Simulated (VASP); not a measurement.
# GaSb (zincblende type) (F-43m) in VASP: further runs

Runs on GaSb (zincblende type). Level: LDA. Tasks: single point, relaxation of cell and atoms.

All numbers are computed with VASP 6.6.1; they aren't measurements. Logs are shortened: lines on timing, memory, paths and dates and some standing lists are left out, and cuts for length are marked.

**1. The cell of the first run**

Symmetry: F-43m, No. 216, cubic system. The conventional cell has a = 6.050 Å, b = 6.050 Å, c = 6.050 Å, α = 90.00°, β = 90.00°, γ = 90.00°. Ga (site symmetry -43m) has 4 Sb at 2.62 Å within 3.5 Å. Sb (site symmetry -43m) has 4 Ga at 2.62 Å within 3.5 Å.

**2. Single point, LDA**

The input, INCAR:

```
SYSTEM = GaSb
PREC = Accurate ; ENCUT = 520
EDIFF = 1E-7 ; ISMEAR = -1
SIGMA = 0.1 ; LREAL = .False.
LASPH = .True. ; NELM = 100
ALGO = Normal ; ISIF = 2
LWAVE = .False. ; LCHARG = .False.
GGA = CA ; NBANDS = 16
```

The input, KPOINTS:

```
regular mesh
0
Gamma
  11 11 11
  0 0 0
```

The input, POSCAR:

```
GaSb
1.0
    0.0000000000      3.0249698700      3.0249698700
    3.0249698700      0.0000000000      3.0249698700
    3.0249698700      3.0249698700      0.0000000000
Ga Sb
1 1
Direct
    0.0000000000      0.0000000000      0.0000000000
    0.2500000000      0.2500000000      0.2500000000
```

Potentials or basis: VASP PAW LDA potentials, release 64 (Ga_d, Sb).

Run with:

```bash
> cat potpaw_LDA.64/Ga_d/POTCAR potpaw_LDA.64/Sb/POTCAR > POTCAR
> mpirun -np 1 vasp_std > vasp.out
```

OUTCAR:

```text
SYSTEM = GaSb
   PREC = Accurate
   ENCUT = 520
   EDIFF = 1E-7
   ISMEAR = -1
   LREAL = .False.
   LASPH = .True.
   NELM = 100
   ISIF = 2
   GGA = CA

 ion  position               nearest neighbor table
   1  0.000  0.000  0.000-   2 2.62   2 2.62   2 2.62   2 2.62
   2  0.250  0.250  0.250-   1 2.62   1 2.62   1 2.62   1 2.62

  LATTYP: Found a face centered cubic cell.
 ALAT       =     6.0499397400

  Lattice vectors:

 A1 = (   0.0000000000,   3.0249698700,   3.0249698700)
 A2 = (   3.0249698700,   0.0000000000,   3.0249698700)
 A3 = (   3.0249698700,   3.0249698700,   0.0000000000)

Analysis of symmetry for initial positions (statically):
=====================================================================
 Subroutine PRICEL returns:
 Original cell was already a primitive cell.

 Routine SETGRP: Setting up the symmetry group for a
 face centered cubic supercell.

 Subroutine GETGRP returns: Found 24 space group operations
 (whereof 24 operations were pure point group operations)
 out of a pool of 48 trial point group operations.

The static configuration has the point symmetry T_d .

Analysis of symmetry for dynamics (positions and initial velocities):
=====================================================================
 Subroutine PRICEL returns:
 Original cell was already a primitive cell.

 Routine SETGRP: Setting up the symmetry group for a
 face centered cubic supercell.

 Subroutine GETGRP returns: Found 24 space group operations
 (whereof 24 operations were pure point group operations)
 out of a pool of 48 trial point group operations.

The dynamic configuration has the point symmetry T_d .

 Subroutine INISYM returns: Found 24 space group operations
 (whereof 24 operations are pure point group operations),
 and found     1 'primitive' translations

----------------------------------------------------------------------------------------

                                     Primitive cell

  volume of cell :      55.3596

  direct lattice vectors                    reciprocal lattice vectors
     0.000000000  3.024969870  3.024969870    -0.165290903  0.165290903  0.165290903
     3.024969870  0.000000000  3.024969870     0.165290903 -0.165290903  0.165290903
     3.024969870  3.024969870  0.000000000     0.165290903  0.165290903 -0.165290903

  length of vectors
     4.277953416  4.277953416  4.277953416     0.286292241  0.286292241  0.286292241

  position of ions in fractional coordinates (direct lattice)
     0.000000000  0.000000000  0.000000000
     0.250000000  0.250000000  0.250000000

  ion indices of the primitive-cell ions
   primitive index   ion index
                 1           1
                 2           2

----------------------------------------------------------------------------------------

 KPOINTS: regular mesh

Automatic generation of k-mesh.
 Grid dimensions read from file:
 generate k-points for:   11   11   11

 Generating k-lattice:

  Cartesian coordinates                     Fractional coordinates (reciprocal lattice)
    -0.015026446  0.015026446  0.015026446     0.090909091  0.000000000  0.000000000
     0.015026446 -0.015026446  0.015026446     0.000000000  0.090909091  0.000000000
     0.015026446  0.015026446 -0.015026446     0.000000000  0.000000000  0.090909091

  Length of vectors
     0.026026567  0.026026567  0.026026567

  Shift w.r.t. Gamma in fractional coordinates (k-lattice)
     0.000000000  0.000000000  0.000000000

 Subroutine IBZKPT returns following result:
 ===========================================

 Found     56 irreducible k-points:

 Following reciprocal coordinates:
            Coordinates               Weight
  0.000000  0.000000  0.000000      1.000000
  0.090909  0.000000  0.000000      8.000000
  0.181818  0.000000  0.000000      8.000000
  0.272727  0.000000  0.000000      8.000000
  0.363636  0.000000  0.000000      8.000000
  0.454545  0.000000  0.000000      8.000000
[... 16 lines left out ...]
 -0.272727  0.181818  0.000000     24.000000
 -0.181818  0.181818  0.000000     12.000000
 [... further k-points ...]
   k-points           NKPTS =     56   k-points in BZ     NKDIM =     56   number of bands    NBANDS=     16
   number of dos      NEDOS =    301   number of ions     NIONS =      2
   total plane-waves  NPLWV =  32768
   dimension x,y,z NGX =    32 NGY =   32 NGZ =   32
   dimension x,y,z NGXF=    64 NGYF=   64 NGZF=   64
   ions per type =               1   1
   NGX,Y,Z   is equivalent  to a cutoff of  12.44, 12.44, 12.44 a.u.
   NGXF,Y,Z  is equivalent  to a cutoff of  24.87, 24.87, 24.87 a.u.
 SYSTEM =  GaSb
   PREC   = accura    normal or accurate (medium, high low for compatibility)
   ISTART =      0    job   : 0-new  1-cont  2-samecut
   ICHARG =      2    charge: 1-file 2-atom 10-const
   ISPIN  =      1    spin polarized calculation?
   LNONCOLLINEAR =      F non collinear calculations
   LSORBIT =      F    spin-orbit coupling
   LASPH  =      T    aspherical Exc in radial PAW
   ENCUT  =  520.0 eV  38.22 Ry    6.18 a.u.   7.95  7.95  7.95*2*pi/ulx,y,z
   NELM   =    100;   NELMIN=  2; NELMDL= -5     # of ELM steps
   EDIFF  = 0.1E-06   stopping-criterion for ELM
   LREAL  =      F    real-space projection
   EDIFFG = 0.1E-05   stopping-criterion for IOM
   NSW    =      0    number of steps for IOM
   IBRION =     -1    ionic relax: 0-MD 1-quasi-New 2-CG
   NFREE  =      0    steps in history (QN), initial steepest desc. (CG)
   ISIF   =      2    stress and relaxation
   ISYM   =      2    0-nonsym 1-usesym 2-fastsym
   POTIM  = 0.5000    time-step for ionic-motion
   TEBEG  =    0.0;   TEEND  =   0.0 temperature during run
   PSTRESS=    0.0 pullay stress
   NELECT =      18.0000    total number of electrons
   NUPDOWN=      -1.0000    fix difference up-down
   EMIN   =  10.00;   EMAX   =-10.00  energy-range for DOS
   EFERMI =   0.00;   METHOD = LEGACY
   ISMEAR =    -1;   SIGMA  =   0.10  broadening in eV -4-tet -1-fermi 0-gaus
   EFERMI_NEDOS =   21; number of points for ismear=-14 and -15
   IALGO  =     38    algorithm
   IMIX   =      4    mixing-type and parameters
     AMIX     =   0.40;   BMIX     =  1.00
     AMIX_MAG =   1.60;   BMIX_MAG =  1.00
  volume/ion in A,a.u.               =      27.68       186.79
  Fermi-wavevector in a.u.,A,eV,Ry     =   1.125731  2.127323 17.242258  1.267270
  Thomas-Fermi vector in A             =   2.262409
   LORBIT       =      0    0 simple, 1 ext, 2 COOP (PROOUT), +10 PAW based schemes
   GGA     = CA    functional components
   LHFCALC =     F    Hartree Fock is set to
   AEXX    =    0.0000 exact exchange contribution
   IVDW    =     0    specifies the selected vdW correction
   LEPSILON=     F    determine dielectric tensor
   LRPA    =     F    only Hartree local field effects (RPA)
 non-spin polarized calculation
  energy-cutoff  :      520.00
  volume of cell :       55.36
 maximum number of plane-waves:      1505
   NGX = 15   NGY = 15   NGZ = 15

 number of electron      17.9999989 magnetization

 Free energy of the ion-electron system (eV)
  ---------------------------------------------------
  ext. energy  EPLUGINS =         0.00000000
  ---------------------------------------------------
  free energy    TOTEN  =        -8.67383135 eV

  energy without entropy =       -8.67203500  energy(sigma->0) =       -8.67293317

 E-fermi :   5.1923     XC(G=0):  -9.5422

 val. band max:        5.1463307244   @ k =   0.0000   0.0000   0.0000
 cond. band min:       5.4142922511   @ k =   0.4545   0.0000   0.0000
 fundamental gap:      0.2679615267
 Fermi energy:         5.1922506742

 k-point     1 :       0.0000    0.0000    0.0000
  band No.  band energies     occupation
      1     -10.1820      2.00000
      2     -10.1820      2.00000
      3     -10.1820      2.00000
      4     -10.1274      2.00000
      5     -10.1274      2.00000
      6      -6.7246      2.00000
[... 8 lines left out ...]
     15      13.6510      0.00000
     16      13.6510      0.00000

 k-point     2 :       0.0909    0.0000    0.0000
  band No.  band energies     occupation
      1     -10.1846      2.00000
      2     -10.1809      2.00000
      3     -10.1809      2.00000
      4     -10.1275      2.00000
      5     -10.1275      2.00000
      6      -6.6361      2.00000
[... 8 lines left out ...]
     15      13.0404      0.00000
     16      13.0404      0.00000

 k-point     3 :       0.1818    0.0000    0.0000
  band No.  band energies     occupation
      1     -10.1914      2.00000
      2     -10.1781      2.00000
      3     -10.1781      2.00000
      4     -10.1278      2.00000
      5     -10.1278      2.00000
      6      -6.3767      2.00000
[... 8 lines left out ...]
     15      12.5674      0.00000
     16      12.5674      0.00000

 k-point     4 :       0.2727    0.0000    0.0000
  band No.  band energies     occupation
      1     -10.2002      2.00000
      2     -10.1746      2.00000
      3     -10.1746      2.00000
      4     -10.1279      2.00000
      5     -10.1279      2.00000
      6      -5.9697      2.00000
[... 8 lines left out ...]
     15      12.6862      0.00000
     16      12.6862      0.00000

 k-point     5 :       0.3636    0.0000    0.0000
  band No.  band energies     occupation
      1     -10.2082      2.00000
      2     -10.1718      2.00000
      3     -10.1718      2.00000
      4     -10.1276      2.00000
      5     -10.1276      2.00000
      6      -5.4792      2.00000
[... 8 lines left out ...]
     15      13.4425      0.00000
     16      13.4425      0.00000

 k-point     6 :       0.4545    0.0000    0.0000
  band No.  band energies     occupation
      1     -10.2128      2.00000
      2     -10.1703      2.00000
      3     -10.1703      2.00000
      4     -10.1273      2.00000
      5     -10.1273      2.00000
      6      -5.0805      2.00000
[... 8 lines left out ...]
     15      14.5803      0.00000
     16      14.5803      0.00000

 k-point     7 :       0.0909    0.0909    0.0000
  band No.  band energies     occupation
      1     -10.1866      2.00000
      2     -10.1799      2.00000
      3     -10.1799      2.00000
      4     -10.1282      2.00000
      5     -10.1270      2.00000
      6      -6.6064      2.00000
[... 8 lines left out ...]
     15      12.2838      0.00000
     16      13.7558      0.00000

 k-point     8 :       0.1818    0.0909    0.0000
  band No.  band energies     occupation
      1     -10.1924      2.00000
      2     -10.1776      2.00000
      3     -10.1771      2.00000
      4     -10.1290      2.00000
      5     -10.1268      2.00000
      6      -6.4033      2.00000
[... 8 lines left out ...]
     15      12.2145      0.00000
     16      13.4094      0.00000

 k-point     9 :       0.2727    0.0909    0.0000
  band No.  band energies     occupation
      1     -10.2001      2.00000
      2     -10.1747      2.00000
      3     -10.1736      2.00000
      4     -10.1296      2.00000
      5     -10.1267      2.00000
      6      -6.0429      2.00000
[... 8 lines left out ...]
     15      12.8139      0.00000
     16      13.3495      0.00000
[... 172 lines left out ...]
 k-point    19 :       0.3636    0.1818    0.0000
  band No.  band energies     occupation
      1     -10.2118      2.00000
      2     -10.1686      2.00000
      3     -10.1673      2.00000
      4     -10.1326      2.00000
      5     -10.1256      2.00000
      6      -5.5136      2.00000
[... 8 lines left out ...]
     15      13.8830      0.00000
     16      14.5262      0.00000

 k-point    20 :       0.4545    0.1818    0.0000
  band No.  band energies     occupation
      1     -10.2163      2.00000
      2     -10.1674      2.00000
      3     -10.1655      2.00000
      4     -10.1319      2.00000
      5     -10.1260      2.00000
      6      -5.0386      2.00000
[... 8 lines left out ...]
     15      14.9697      0.00000
     16      15.3005      0.00000

 k-point    21 :      -0.4545    0.1818    0.0000
  band No.  band energies     occupation
      1     -10.2177      2.00000
      2     -10.1670      2.00000
      3     -10.1653      2.00000
      4     -10.1305      2.00000
      5     -10.1270      2.00000
      6      -4.7548      2.00000
[... 8 lines left out ...]
     15      14.3077      0.00000
     16      14.4339      0.00000

 k-point    22 :      -0.3636    0.1818    0.0000
  band No.  band energies     occupation
      1     -10.2156      2.00000
      2     -10.1676      2.00000
      3     -10.1669      2.00000
      4     -10.1290      2.00000
      5     -10.1284      2.00000
      6      -4.9190      2.00000
[... 8 lines left out ...]
     15      12.9740      0.00000
     16      14.4796      0.00000

 k-point    23 :      -0.2727    0.1818    0.0000
  band No.  band energies     occupation
      1     -10.2105      2.00000
      2     -10.1699      2.00000
      3     -10.1690      2.00000
      4     -10.1294      2.00000
      5     -10.1279      2.00000
      6      -5.3682      2.00000
[... 8 lines left out ...]
     15      13.6094      0.00000
     16      15.2690      0.00000

 k-point    24 :      -0.1818    0.1818    0.0000
  band No.  band energies     occupation
      1     -10.2036      2.00000
      2     -10.1736      2.00000
      3     -10.1714      2.00000
      4     -10.1295      2.00000
      5     -10.1273      2.00000
      6      -5.8288      2.00000
[... 8 lines left out ...]
     15      13.6039      0.00000
     16      13.8901      0.00000

 [... further k-points ...]
[... 5 lines left out ...]
  --------------------------------------------------------------------------------------
  -------------------------------------------------------------------------------------
  Total        0.0630354      0.0630354      0.0630354      0.0000000     -0.0000000      0.0000000
  in kB        1.8243240      1.8243240      1.8243240      0.0000000     -0.0000000      0.0000000
  external PRESSURE =       1.8243240 kB  Pullay stress =       0.0000000 kB

 VOLUME and BASIS-vectors are now :
 -----------------------------------------------------------------------------
  energy-cutoff  :      520.00
  volume of cell :       55.36
      direct lattice vectors                 reciprocal lattice vectors
     0.000000000  3.024969870  3.024969870    -0.165290903  0.165290903  0.165290903
     3.024969870  0.000000000  3.024969870     0.165290903 -0.165290903  0.165290903
     3.024969870  3.024969870  0.000000000     0.165290903  0.165290903 -0.165290903

 POSITION                                       TOTAL-FORCE (eV/Angst)
 -----------------------------------------------------------------------------------
      0.00000      0.00000      0.00000        -0.000000     -0.000000     -0.000000
      1.51248      1.51248      1.51248         0.000000      0.000000      0.000000
 -----------------------------------------------------------------------------------
    total drift:                                0.000000      0.000000      0.000001

  FREE ENERGIE OF THE ION-ELECTRON SYSTEM (eV)
  ---------------------------------------------------
  free  energy   TOTEN  =        -8.6738313496 eV

  energy  without entropy=       -8.6720349975  energy(sigma->0) =       -8.67293317
```

Run time: 38 s. Hardware: 1 thread of Intel Xeon 6975P-C, shared host; peak memory 0.19 GiB.

Results:

```yaml
Free_energy: -8.6738 eV
Pressure: 0.2 GPa
```

Levels at points of the mesh, in eV from the Fermi level:
| k point | band 6 | band 7 | band 8 | band 9 | band 10 | band 11 | band 12 | band 13 |
| --- | --- | --- | --- | --- | --- | --- | --- | --- |
| (0.00, 0.00, 0.00) | -11.92 | -0.16 | -0.16 | -0.16 | -0.05 | 2.58 | 2.58 | 2.58 |

Caveat: spin-orbit coupling is left out, which moves the levels of the heavy elements.

**3. Relaxation of cell and atoms, LDA**

This run uses another cell than the first one, of 30.00 Å³/atom, 1.084 times its volume.

The input, INCAR:

```
SYSTEM = GaSb
  PREC = Accurate
  ENCUT = 600
  EDIFF = 1E-6
  ISMEAR = -1
  SIGMA = 0.1
  LREAL = .FALSE.
  LASPH = .TRUE.
  NELM = 60
  ALGO = Normal
  ISIF = 3
  LWAVE = .FALSE.
  LCHARG = .FALSE.
  IBRION = 2
  NSW = 60
  EDIFFG = -0.005
```

The input, KPOINTS:

```
regular mesh
0
G
  11 11 11
  0 0 0
```

The input, POSCAR:

```
GaSb
1.0
    0.0000000000      3.1072325060      3.1072325060
    3.1072325060      0.0000000000      3.1072325060
    3.1072325060      3.1072325060      0.0000000000
Ga Sb
1 1
Direct
    0.0000000000      0.0000000000      0.0000000000
    0.2500000000      0.2500000000      0.2500000000
```

Potentials or basis: VASP PAW LDA potentials, release 64 (Ga_d, Sb).

Run with:

```bash
> cat potpaw_LDA.64/Ga_d/POTCAR potpaw_LDA.64/Sb/POTCAR > POTCAR
> mpirun -np 1 vasp_std > vasp.out
```

It took 90 s on 1 thread of Intel Xeon 6975P-C, shared host; peak memory 0.21 GiB.

It converged, with:

- Free energy: -8.6744 eV
- Relaxed volume: 27.77 Å³/atom
- Relaxed cell: a = 4.283 Å, b = 4.283 Å, c = 4.283 Å, α = 60.00°, β = 60.00°, γ = 60.00°
- Space group after relaxing (to 0.05 Å): F-43m (No. 216)
- Energy gained by relaxing: 26.8 meV/atom
- Ionic steps: 3
- Pressure after relaxing: 0.0 GPa

The path:
| step | energy change (eV) | largest force (eV/Å) | pressure (GPa) | volume (Å³) |
| --- | --- | --- | --- | --- |
| 1 | 0.0000 | 0.0000 | -3.58 | 60.00 |
| 2 | -0.0491 | 0.0000 | 1.26 | 54.37 |
| 3 | -0.0536 | 0.0000 | 0.00 | 55.54 |

Final structure:
```
CELL_PARAMETERS angstrom
0.00000 3.02820 3.02820
3.02820 0.00000 3.02820
3.02820 3.02820 0.00000
ATOMIC_POSITIONS crystal
Ga 0.00000 0.00000 0.00000
Sb 0.25000 0.25000 0.25000
```

Levels at points of the mesh, in eV from the Fermi level:
```tsv
k point	band 6	band 7	band 8	band 9	band 10	band 11	band 12	band 13
(0.00, 0.00, 0.00)	-11.89	-0.16	-0.16	-0.16	-0.07	2.58	2.58	2.58
```

Caveat: spin-orbit coupling is left out, which moves the levels of the heavy elements.
